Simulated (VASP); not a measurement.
Be2C:

```
Be C
1.0
     0.00000    2.16226    2.16226
     2.16226    0.00000    2.16226
     2.16226    2.16226    0.00000
Be C
2 1
Direct
  0.75000 0.75000 0.75000
  0.25000 0.25000 0.25000
  0.00000 0.00000 0.00000
```

Base run:

```yaml
Program: VASP 6.6.1
Functional: PBE
Potentials_or_basis: VASP PAW PBE potentials, release 64 (Be, C)
Cutoff: 600 eV
k_mesh: 6 × 6 × 6
Occupations: gaussian, width 0.1 eV
Spin: no spin polarisation
```

Its results: band gap on the k mesh 1.16 eV, indirect (least direct gap 4.13 eV); pressure 0.8 GPa.

Q: The run is repeated on the same cell with these changes: k mesh from 6 × 6 × 6 to 2 × 2 × 2. What comes out?

A: Band gap on the k mesh 0.73 eV, indirect (least direct gap 3.58 eV); pressure 12.3 GPa.

Caveats: some runs use coarse meshes.

A k mesh can miss the band edges.
